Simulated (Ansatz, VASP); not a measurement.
## ZnO in VASP and in Ansatz

POSCAR

```
ZnO
1.0
    3.2673760226      0.0000000000      0.0000000000
   -1.6336880113      2.8296306393      0.0000000000
    0.0000000000      0.0000000000      5.2625487607
Zn O
2 2
Direct
    0.3333333333      0.6666666667     -0.0023477534
    0.6666666667      0.3333333333      0.4976522466
    0.3333333333      0.6666666667      0.3773477534
    0.6666666667      0.3333333333      0.8773477534
```

INCAR.step1

```
  ALGO = Normal
  EDIFF = 1E-4
  ENCUT = 520
  GGA = PE
  ISMEAR = 0
  LASPH = T
  LCHARG = F
  LREAL = F
  LWAVE = T
  NBANDS = 26
  NELM = 60
  PREC = Accurate
  SIGMA = 0.01
```

The input INCAR.step2:

```
  ALGO = Normal
  EDIFF = 1E-6
  ENCUT = 520
  ISIF = 2
  ISMEAR = 0
  ISTART = 1
  LASPH = T
  LCHARG = T
  LELF = T
  LMIXTAU = T
  LREAL = F
  LVHAR = T
  LWAVE = F
  METAGGA = R2SCAN
  NBANDS = 26
  NELM = 60
  PREC = Accurate
  SIGMA = 0.01
```

KPOINTS

```
k-points
0
Gamma
  9 9 4
```

Input for Ansatz:

```yaml
crystal:
  lattice:
    - [3.2673760226, 0.0, 0.0]
    - [-1.6336880113, 2.8296306393, 0.0]
    - [0.0, 0.0, 5.2625487607]
  atoms:
    - { symbol: Zn, position: [0.3333333333, 0.6666666667, -0.0023477534] }
    - { symbol: Zn, position: [0.6666666667, 0.3333333333, 0.4976522466] }
    - { symbol: O, position: [0.3333333333, 0.6666666667, 0.3773477534] }
    - { symbol: O, position: [0.6666666667, 0.3333333333, 0.8773477534] }
kpoints:
  mp_grid: { grid: [9, 9, 4] }
hamiltonian:
  xc: r2scan
scf:
  occupations: { method: fixed }
  n_extra_bands: 5
output:
  forces: true
  stress: true
  eigenvalues: true
```

Alike in both runs: task single point; functional r2SCAN; k mesh 9 × 9 × 4; no spin polarisation.

```csv
,VASP,Ansatz
version,VASP 6.6.1,Ansatz 0.2.0
potentials or method,"VASP PAW PBE potentials, release 64 (Zn, O)","plane waves, PAW"
plane-wave cutoff (eV),520,500
occupations,"gaussian, width 0.01 eV",fixed
valence electrons in the cell,36,36
```

VASP gave:

* gap on the k mesh at the Fermi level (eV): 1.19
* pressure (GPa): -3.3
* rms of the force components (eV/Å): 0.004

Problem. Which values does Ansatz return?

Solution. gap on the k mesh at the Fermi level (eV): 1.19; pressure (GPa): -4.2; rms of the force components (eV/Å): 0.000.

VASP's potentials were made for PBE, not for r2SCAN. Atom by atom the forces differ by 0.004 eV/Å (rms over components).
